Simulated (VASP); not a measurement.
A run of VASP 6.6.1 is set up as follows.

File INCAR:

```
SYSTEM = SnSe
PREC = Accurate
ENCUT = 520
EDIFF = 1E-6
ISMEAR = 0
SIGMA = 0.05
LREAL = .FALSE.
LASPH = .TRUE.
NELM = 60
ALGO = Normal
ISIF = 2
LWAVE = .FALSE.
LCHARG = .TRUE.
GGA = CA
LELF = .TRUE.
LVHAR = .TRUE.
NBANDS = 17
```

Contents of KPOINTS:

```
regular mesh
0
G
  8 8 8
  0 0 0
```

File POSCAR:

```
SnSe
1.0
    0.0000000000      3.0100000000      2.8595000000
    3.0100000000      0.0000000000      2.8595000000
    3.0100000000      3.0100000000      0.0000000000
Sn Se
1 1
Direct
    0.0000000000      0.0000000000      0.0000000000
    0.5000000000      0.5000000000      0.5000000000
```

Potentials or basis: VASP PAW LDA potentials, release 64 (Sn_d, Se).

Run with:

```console
$ cat potpaw_LDA.64/Sn_d/POTCAR potpaw_LDA.64/Se/POTCAR > POTCAR
$ mpirun -np 1 vasp_std > vasp.out
```

(1) Predict the band gap on the k mesh.

(2) Predict the pressure.

Answers

(1) 0.70 eV, indirect (least direct gap 0.73 eV).

(2) -0.2 GPa.

Caveat: the cell differs from its parent crystal (strain +0.000 along x and y, -0.050 along z); spin-orbit coupling is left out, which moves the levels of the heavy elements.
